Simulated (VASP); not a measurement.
# In (Fmmm) in VASP: single point with PBEsol

Aim: the single point of In with PBEsol.

All numbers are computed with VASP 6.6.1; they aren't measurements. Logs are shortened: lines on timing, memory, paths and dates and some standing lists are left out, and cuts for length are marked.

### Step 1. The cell of the first run

Symmetry: Fmmm, No. 69, orthorhombic system. The conventional cell has a = 3.271 Å, b = 5.487 Å, c = 11.609 Å, α = 90.00°, β = 90.00°, γ = 90.00°. Within 4.0 Å of In (site symmetry mm2) lie 11 In at 3.02 to 3.91 Å.

### Step 2. Single point, PBEsol

Contents of INCAR:

```
  PREC = Accurate
  ENCUT = 520
  EDIFF = 1E-6
  ISMEAR = 0
  SIGMA = 0.1
  LREAL = F
  LASPH = T
  NELM = 100
  ALGO = Fast
  ISIF = 2
  LWAVE = F
  LCHARG = F
  GGA = PS
  NBANDS = 20
```

Contents of KPOINTS:

```
Automatic mesh
0
Gamma
  20 20 20
```

Contents of POSCAR:

```
In
1.0
    0.0000000000      2.7432935041      5.8047195743
    1.6354582186      0.0000000000      5.8047195743
    1.6354582186      2.7432935041      0.0000000000
In
2
Direct
    0.8698197648      0.8698197648      0.1301802352
    0.1301802352      0.1301802352      0.8698197648
```

Potentials or basis: VASP PAW PBE potentials, release 64 (In_d).

Started as:

```bash
$ cat potpaw_PBE.64/In_d/POTCAR > POTCAR
$ mpirun -np 1 vasp_std > vasp.out
```

OUTCAR:

```text
PREC = Accurate
   ENCUT = 520
   EDIFF = 1E-6
   ISMEAR = 0
   LREAL = F
   LASPH = T
   NELM = 100
   ISIF = 2
   GGA = PS

 ion  position               nearest neighbor table
   1  0.870  0.870  0.130-   2 3.02   2 3.23   2 3.23   2 3.91   2 3.91
   2  0.130  0.130  0.870-   1 3.02   1 3.23   1 3.23   1 3.91   1 3.91

  LATTYP: Found a face centered orthorhombic cell.
 ALAT       =     3.2709164372
 B/A-ratio  =     1.6773852569
 C/A-ratio  =     3.5492924908

  Lattice vectors:

 A1 = (   0.0000000000,   2.7432935041,   5.8047195743)
 A2 = (   1.6354582186,   0.0000000000,   5.8047195743)
 A3 = (   1.6354582186,   2.7432935041,   0.0000000000)

Analysis of symmetry for initial positions (statically):
=====================================================================
 Subroutine PRICEL returns:
 Original cell was already a primitive cell.

 Routine SETGRP: Setting up the symmetry group for a
 face centered orthorhombic supercell.

 Subroutine GETGRP returns: Found  8 space group operations
 (whereof  8 operations were pure point group operations)
 out of a pool of  8 trial point group operations.

The static configuration has the point symmetry D_2h.

Analysis of symmetry for dynamics (positions and initial velocities):
=====================================================================
 Subroutine PRICEL returns:
 Original cell was already a primitive cell.

 Routine SETGRP: Setting up the symmetry group for a
 face centered orthorhombic supercell.

 Subroutine GETGRP returns: Found  8 space group operations
 (whereof  8 operations were pure point group operations)
 out of a pool of  8 trial point group operations.

The dynamic configuration has the point symmetry D_2h.

 Subroutine INISYM returns: Found  8 space group operations
 (whereof  8 operations are pure point group operations),
 and found     1 'primitive' translations

----------------------------------------------------------------------------------------

                                     Primitive cell

  volume of cell :      52.0862

  direct lattice vectors                    reciprocal lattice vectors
     0.000000000  2.743293504  5.804719574    -0.305724716  0.182262670  0.086136805
     1.635458219  0.000000000  5.804719574     0.305724716 -0.182262670  0.086136805
     1.635458219  2.743293504  0.000000000     0.305724716  0.182262670 -0.086136805

  length of vectors
     6.420313745  6.030712472  3.193803819     0.366205997  0.366205997  0.366205997

  position of ions in fractional coordinates (direct lattice)
     0.869819765  0.869819765  0.130180235
     0.130180235  0.130180235  0.869819765

  ion indices of the primitive-cell ions
   primitive index   ion index
                 1           1
                 2           2

----------------------------------------------------------------------------------------

 KPOINTS: Automatic mesh

Automatic generation of k-mesh.
 Grid dimensions read from file:
 generate k-points for:   20   20   20

 Generating k-lattice:

  Cartesian coordinates                     Fractional coordinates (reciprocal lattice)
    -0.015286236  0.009113134  0.004306840     0.050000000  0.000000000  0.000000000
     0.015286236 -0.009113134  0.004306840     0.000000000  0.050000000 -0.000000000
     0.015286236  0.009113134 -0.004306840    -0.000000000 -0.000000000  0.050000000

  Length of vectors
     0.018310300  0.018310300  0.018310300

  Shift w.r.t. Gamma in fractional coordinates (k-lattice)
     0.000000000  0.000000000  0.000000000

 Subroutine IBZKPT returns following result:
 ===========================================

 Found   1166 irreducible k-points:

 Following reciprocal coordinates:
            Coordinates               Weight
  0.000000  0.000000  0.000000      1.000000
  0.050000  0.000000  0.000000      8.000000
  0.100000  0.000000 -0.000000      8.000000
  0.150000  0.000000  0.000000      8.000000
  0.200000  0.000000 -0.000000      8.000000
  0.250000  0.000000  0.000000      8.000000
[... 16 lines left out ...]
 -0.400000  0.050000  0.000000      8.000000
 -0.350000  0.050000 -0.000000      8.000000
 [... further k-points ...]
   k-points           NKPTS =   1166   k-points in BZ     NKDIM =   1166   number of bands    NBANDS=     20
   number of dos      NEDOS =    301   number of ions     NIONS =      2
   total plane-waves  NPLWV =  55296
   dimension x,y,z NGX =    48 NGY =   48 NGZ =   24
   dimension x,y,z NGXF=    96 NGYF=   96 NGZF=   48
   ions per type =               2
   NGX,Y,Z   is equivalent  to a cutoff of  12.43, 13.23, 12.49 a.u.
   NGXF,Y,Z  is equivalent  to a cutoff of  24.86, 26.46, 24.99 a.u.
 SYSTEM =  unknown system
   PREC   = accura    normal or accurate (medium, high low for compatibility)
   ISTART =      0    job   : 0-new  1-cont  2-samecut
   ICHARG =      2    charge: 1-file 2-atom 10-const
   ISPIN  =      1    spin polarized calculation?
   LNONCOLLINEAR =      F non collinear calculations
   LSORBIT =      F    spin-orbit coupling
   LASPH  =      T    aspherical Exc in radial PAW
   ENCUT  =  520.0 eV  38.22 Ry    6.18 a.u.  11.94 11.21  5.94*2*pi/ulx,y,z
   NELM   =    100;   NELMIN=  2; NELMDL= -5     # of ELM steps
   EDIFF  = 0.1E-05   stopping-criterion for ELM
   LREAL  =      F    real-space projection
   EDIFFG = 0.1E-04   stopping-criterion for IOM
   NSW    =      0    number of steps for IOM
   IBRION =     -1    ionic relax: 0-MD 1-quasi-New 2-CG
   NFREE  =      0    steps in history (QN), initial steepest desc. (CG)
   ISIF   =      2    stress and relaxation
   ISYM   =      2    0-nonsym 1-usesym 2-fastsym
   POTIM  = 0.5000    time-step for ionic-motion
   TEBEG  =    0.0;   TEEND  =   0.0 temperature during run
   PSTRESS=    0.0 pullay stress
   NELECT =      26.0000    total number of electrons
   NUPDOWN=      -1.0000    fix difference up-down
   EMIN   =  10.00;   EMAX   =-10.00  energy-range for DOS
   EFERMI =   0.00;   METHOD = LEGACY
   ISMEAR =     0;   SIGMA  =   0.10  broadening in eV -4-tet -1-fermi 0-gaus
   EFERMI_NEDOS =   21; number of points for ismear=-14 and -15
   IALGO  =     68    algorithm
   IMIX   =      4    mixing-type and parameters
     AMIX     =   0.40;   BMIX     =  1.00
     AMIX_MAG =   1.60;   BMIX_MAG =  1.00
  volume/ion in A,a.u.               =      26.04       175.75
  Fermi-wavevector in a.u.,A,eV,Ry     =   1.298649  2.454090 22.946062  1.686488
  Thomas-Fermi vector in A             =   2.429963
   LORBIT       =      0    0 simple, 1 ext, 2 COOP (PROOUT), +10 PAW based schemes
   GGA     = PS    functional components
   LHFCALC =     F    Hartree Fock is set to
   AEXX    =    0.0000 exact exchange contribution
   IVDW    =     0    specifies the selected vdW correction
   LEPSILON=     F    determine dielectric tensor
   LRPA    =     F    only Hartree local field effects (RPA)
 non-spin polarized calculation
 RMM-DIIS sequential band-by-band and
 Gauss-broadening in eV      SIGMA  =   0.10
  energy-cutoff  :      520.00
  volume of cell :       52.09
 maximum number of plane-waves:      1428
   NGX = 23   NGY = 23   NGZ = 11

 number of electron      25.9999995 magnetization

 Free energy of the ion-electron system (eV)
  ---------------------------------------------------
  ext. energy  EPLUGINS =         0.00000000
  ---------------------------------------------------
  free energy    TOTEN  =        -5.92491066 eV

  energy without entropy =       -5.92045648  energy(sigma->0) =       -5.92268357

 E-fermi :   7.3474     XC(G=0): -10.4008

 val. band max:        7.3471730780   @ k =   0.4500  -0.0000   0.2000
 cond. band min:       7.3475874826   @ k =   0.3000  -0.1500   0.1500
 fundamental gap:      0.0004144046
 Fermi energy:         7.3474151013

 k-point     1 :       0.0000    0.0000    0.0000
  band No.  band energies     occupation
      1      -7.4591      2.00000
      2      -7.2358      2.00000
      3      -7.2181      2.00000
      4      -7.1937      2.00000
      5      -7.1612      2.00000
      6      -7.1294      2.00000
[... 12 lines left out ...]
     19      19.1583      0.00000
     20      19.5574      0.00000

 k-point     2 :       0.0500    0.0000    0.0000
  band No.  band energies     occupation
      1      -7.4547      2.00000
      2      -7.2351      2.00000
      3      -7.2171      2.00000
      4      -7.1867      2.00000
      5      -7.1546      2.00000
      6      -7.1262      2.00000
[... 12 lines left out ...]
     19      19.1434      0.00000
     20      19.3240      0.00000

 k-point     3 :       0.1000    0.0000   -0.0000
  band No.  band energies     occupation
      1      -7.4428      2.00000
      2      -7.2370      2.00000
      3      -7.2168      2.00000
      4      -7.1674      2.00000
      5      -7.1331      2.00000
      6      -7.1133      2.00000
[... 12 lines left out ...]
     19      18.6811      0.00000
     20      19.6292      0.00000

 k-point     4 :       0.1500    0.0000    0.0000
  band No.  band energies     occupation
      1      -7.4279      2.00000
      2      -7.2474      2.00000
      3      -7.2193      2.00000
      4      -7.1433      2.00000
      5      -7.0986      2.00000
      6      -7.0869      2.00000
[... 12 lines left out ...]
     19      18.2898      0.00000
     20      20.0047      0.00000

 k-point     5 :       0.2000    0.0000   -0.0000
  band No.  band energies     occupation
      1      -7.4160      2.00000
      2      -7.2668      2.00000
      3      -7.2219      2.00000
      4      -7.1418      2.00000
      5      -7.0621      2.00000
      6      -7.0568      2.00000
[... 12 lines left out ...]
     19      17.9534      0.00000
     20      19.9505      0.00000
[... 353 lines left out ...]
      6      -7.0139      2.00000
[... 12 lines left out ...]
     19      16.3847      0.00000
     20      17.0479      0.00000

 k-point    22 :      -0.4500    0.0500    0.0000
  band No.  band energies     occupation
      1      -7.4476      2.00000
      2      -7.3769      2.00000
      3      -7.3176      2.00000
      4      -7.2274      2.00000
      5      -7.0593      2.00000
      6      -7.0133      2.00000
[... 12 lines left out ...]
     19      16.6675      0.00000
     20      16.9862      0.00000

 k-point    23 :      -0.4000    0.0500    0.0000
  band No.  band energies     occupation
      1      -7.4458      2.00000
      2      -7.3723      2.00000
      3      -7.3107      2.00000
      4      -7.2217      2.00000
      5      -7.0618      2.00000
      6      -7.0136      2.00000
[... 12 lines left out ...]
     19      16.9303      0.00000
     20      16.9833      0.00000

 k-point    24 :      -0.3500    0.0500   -0.0000
  band No.  band energies     occupation
      1      -7.4390      2.00000
      2      -7.3598      2.00000
      3      -7.2923      2.00000
      4      -7.2112      2.00000
      5      -7.0656      2.00000
      6      -7.0144      2.00000
[... 12 lines left out ...]
     19      17.0219      0.00000
     20      17.1424      0.00000

 [... further k-points ...]

------------------------ aborting loop because EDIFF is reached ----------------------------------------

  FORCE on cell =-STRESS in cart. coord.  units (eV):
  Direction    XX          YY          ZZ          XY          YZ          ZX
  --------------------------------------------------------------------------------------
  -------------------------------------------------------------------------------------
  Total       -0.1030190     -0.0951298     -0.1062854     -0.0000000      0.0000000      0.0000000
  in kB       -3.1688753     -2.9262026     -3.2693471     -0.0000000      0.0000000      0.0000000
  external PRESSURE =      -3.1214750 kB  Pullay stress =       0.0000000 kB

 VOLUME and BASIS-vectors are now :
 -----------------------------------------------------------------------------
  energy-cutoff  :      520.00
  volume of cell :       52.09
      direct lattice vectors                 reciprocal lattice vectors
     0.000000000  2.743293504  5.804719574    -0.305724716  0.182262670  0.086136805
     1.635458219  0.000000000  5.804719574     0.305724716 -0.182262670  0.086136805
     1.635458219  2.743293504  0.000000000     0.305724716  0.182262670 -0.086136805

 POSITION                                       TOTAL-FORCE (eV/Angst)
 -----------------------------------------------------------------------------------
      1.63546      2.74329     10.09812        -0.000000     -0.000000      0.000529
      1.63546      2.74329      1.51132         0.000000      0.000000     -0.000529
 -----------------------------------------------------------------------------------
    total drift:                                0.000000      0.000000     -0.000000

  FREE ENERGIE OF THE ION-ELECTRON SYSTEM (eV)
  ---------------------------------------------------
  free  energy   TOTEN  =        -5.9249106554 eV

  energy  without entropy=       -5.9204564830  energy(sigma->0) =       -5.92268357
```

Wall time 12 min (1 thread of Intel Xeon 6975P-C (Granite Rapids), shared host); peak memory 1 GiB.

Results:

```yaml
Free_energy: -5.9249 eV
Pressure: -0.3 GPa
Band_gap_on_the_k_mesh: zero (bands 13 and 14 overlap by 4.86 eV)
```

Caveat: the PAW data sets were made with another functional, which shifts forces and pressure a little; spin-orbit coupling is left out, which moves the levels of the heavy elements.
